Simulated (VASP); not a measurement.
Wanted: the native input for a VASP 6.6.1 run.

* Task: single point
* Functional: PBE
* Potentials or basis: VASP PAW PBE potentials, release 64 (Pt)
* Cutoff: 500 eV
* k mesh: 14 × 14 × 14
* Occupations: fermi-dirac, width 0.1 eV
* Spin: collinear spin
* Starting moments: [0.3] μB
* Fixed moment: 0.3 μB
* Dipole correction: no
* Further INCAR settings: ALGO = Normal; EDIFF = 1e-06; NBANDS = 15

The structure of Pt lies in POSCAR:

```
Pt
1.0
    0.0000000000      1.9609000000      1.9609000000
    1.9609000000      0.0000000000      1.9609000000
    1.9609000000      1.9609000000      0.0000000000
Pt
1
Direct
    0.0000000000      0.0000000000      0.0000000000
```

The input as run:

INCAR

```
SYSTEM = Pt
PREC = Accurate ; ENCUT = 500
EDIFF = 1E-6 ; ISMEAR = -1
SIGMA = 0.1 ; LREAL = .FALSE.
LASPH = .TRUE. ; NELM = 200
ALGO = Normal ; ISIF = 2
LWAVE = .FALSE. ; LCHARG = .FALSE.
ISPIN = 2 ; MAGMOM = 0.3
LORBIT = 11 ; NUPDOWN = 0.3
LMAXMIX = 4 ; GGA = PE
NBANDS = 15 ; GGA_COMPAT = .FALSE.
```

KPOINTS

```
regular mesh
0
G
  14 14 14
  0 0 0
```

Potentials or basis: VASP PAW PBE potentials, release 64 (Pt).

Run with:

```console
$ cat potpaw_PBE.64/Pt/POTCAR > POTCAR
$ mpirun -np 1 vasp_std > vasp.out
```

Results of the run:

- Pressure: 10.3 GPa
- Net moment: 0.30 μB per cell
- Site moments: Pt +0.30 μB
- Valence electrons inside the program's atomic spheres: Pt 9.30

Caveat: the cell stands under pressure; the total moment is fixed, so each spin has its own Fermi level.

Wall time 40 s on 1 thread of Intel Xeon 8259CL, on a shared host, peak memory 0.16 GiB.
